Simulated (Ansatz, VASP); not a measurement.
**Two plane-wave programs on HfO2**

```
CELL_PARAMETERS angstrom
5.21838 0.00000 0.00000
0.00000 5.28741 0.00000
-0.87550 0.00000 5.31613
ATOMIC_POSITIONS crystal
Hf 0.27550 0.46030 0.70800
Hf 0.72450 0.96030 0.79200
Hf 0.72450 0.53970 0.29200
Hf 0.27550 0.03970 0.20800
O 0.07420 0.16840 0.84670
O 0.92580 0.66840 0.65330
O 0.92580 0.83160 0.15330
O 0.07420 0.33160 0.34670
O 0.44870 0.74190 0.98010
O 0.55130 0.24190 0.51990
O 0.55130 0.25810 0.01990
O 0.44870 0.75810 0.48010
```

Alike in both runs: task single point; functional BLYP; k mesh 5 × 5 × 5; occupations fermi-dirac, width 0.05 eV; no spin polarisation.

|  | VASP | Ansatz |
| --- | --- | --- |
| version | VASP 6.6.1 | Ansatz 0.2.0 |
| potentials or method | VASP PAW PBE potentials, release 64 (Hf_pv, O) | Ansatz PAW |
| plane-wave cutoff (eV) | 520 | 420 |
| valence electrons in the cell | 88 | 152 |

```tsv
	VASP	Ansatz	Ansatz less VASP
gap on the k mesh at the Fermi level (eV)	3.99	4.03	+0.041
least direct gap on the mesh (eV)	4.06	4.10	+0.039
pressure (GPa)	-4.2	-2.0	+2.22
traceless stress, the component that is largest in VASP (GPa)	-1.18	-1.16	+0.022
rms of the force components (eV/Å)	0.142	0.137	-0.0045
```

VASP's potentials were made for PBE, not for BLYP. Atom by atom the forces differ by 0.024 eV/Å (rms over components). The functional is the same, so the differences come from potentials, cutoffs and numerics. VASP's potentials hold 88 valence electrons a cell and Ansatz's 152, so a difference there can come from the potentials and not from the codes.

Neither program's run includes spin-orbit coupling. Noted on Ansatz's run: odd divisions of the mesh miss points on the zone boundary, where band edges often lie, so the gap on the mesh can be too wide.
